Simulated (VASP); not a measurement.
# Li: single point with PBE

Crystal: Li.

```xyz
6
Lattice="1.5247 -2.6286 0.0053 1.5247 2.6286 0.0053 -0.0357 0.0000 14.6657" Properties=species:S:1:pos:R:3 pbc="T T T"
Li    0.7459    0.8792    7.3384
Li    0.7280   -0.8792   14.6713
Li    0.7526   -0.8852    4.8884
Li    2.2643    0.0121    9.7849
Li    0.7348    0.8852   12.2213
Li    2.2822   -0.0121    2.4521
```

This isn't the form of Li at room conditions, which is bcc.

| Quantity | Value |
| --- | --- |
| Program | VASP 6.6.1 |
| Task | single point |
| Functional | PBE |
| Potentials or basis | VASP PAW PBE potentials, release 64 (Li_sv) |
| Cutoff | 520 eV |
| k mesh | 14 × 14 × 4 |
| Occupations | gaussian, width 0.1 eV |
| Spin | no spin polarisation |

```json
{"Largest force": "0.007 eV/Å", "Band gap on the k mesh": "zero (bands 9 and 10 overlap by 4.08 eV)"}
```

Forces in eV/Å, atoms in the order of the input:
```
Li   0.000  0.000 -0.007
Li   0.000  0.000 -0.007
Li   0.000  0.001  0.006
Li   0.000  0.001  0.001
Li   0.000 -0.001  0.006
Li   0.000 -0.001  0.001
```

Levels at points of the mesh, in eV from the Fermi level:
```
           k point  band 5  band 6  band 7  band 8  band 9  band 10  band 11  band 12  band 13  band 14
(0.00, 0.00, 0.00)  -46.45  -46.45   -3.60   -3.09   -3.09    -1.57    -1.57     0.07     3.17     6.04
(0.50, 0.00, 0.00)  -46.44  -46.44   -0.09    0.17    0.25     0.80     1.01     1.33     3.37     3.40
(0.50, 0.50, 0.00)  -46.44  -46.44   -0.07    0.19    0.27     0.84     1.06     1.39     3.39     3.42
(0.00, 0.00, 0.50)  -46.45  -46.45   -3.47   -3.47   -2.45    -2.45    -0.56    -0.56     4.10     4.10
(0.50, 0.00, 0.50)  -46.44  -46.44   -0.01   -0.01    0.53     0.53     1.22     1.22     3.31     3.32
(0.50, 0.50, 0.50)  -46.44  -46.44    0.01    0.01    0.56     0.56     1.27     1.27     3.33     3.33
```

Run time: 4.3 min on 1 thread of Intel(R) Xeon(R) Platinum 8488C (Sapphire Rapids), with other jobs on the host, peak memory 0.45 GiB.
